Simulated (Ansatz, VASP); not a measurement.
## CdTe in VASP and in Ansatz

```xyz
2
Lattice="4.3239 0.0000 0.0000 -2.1620 3.7446 0.0000 0.0000 0.0000 3.6955" Properties=species:S:1:pos:R:3 pbc="T T T"
Cd    0.0000    0.0000    0.0000
Te    2.1620    1.2482    1.8477
```

Change from the starting cell: species swapped into the WC type (P-6m2, No. 187).

Alike in both runs: functional PBE; k mesh 6 × 6 × 6; occupations gaussian, width 0.1 eV; no spin polarisation.

Ansatz relaxed the structure, and its values are those at the end. VASP's run is a single point on that final structure, the one shown.

|  | VASP | Ansatz |
| --- | --- | --- |
| version | VASP 6.6.1 | Ansatz 0.2.0 |
| potentials or method | VASP PAW PBE potentials, release 64 (Cd, Te), cutoff 520 eV | scalar-relativistic, plane waves, PAW |
| valence electrons in the cell | 18 | 36 |

Ansatz gave:

| Quantity | Value |
| --- | --- |
| gap on the k mesh at the Fermi level (eV) | none |
| pressure (GPa) | 0.1 |

**Question.** Which values does VASP return?

**Answer.** gap on the k mesh at the Fermi level (eV): none; pressure (GPa): 0.3.

A gap of «none» marks a metal or a gap that the smearing closes. With one functional, cell and mesh, what is left measures potentials, basis and numerics. VASP's potentials hold 18 valence electrons a cell and Ansatz's 36, so a difference there can come from the potentials and not from the codes.

Neither program's run includes spin-orbit coupling.
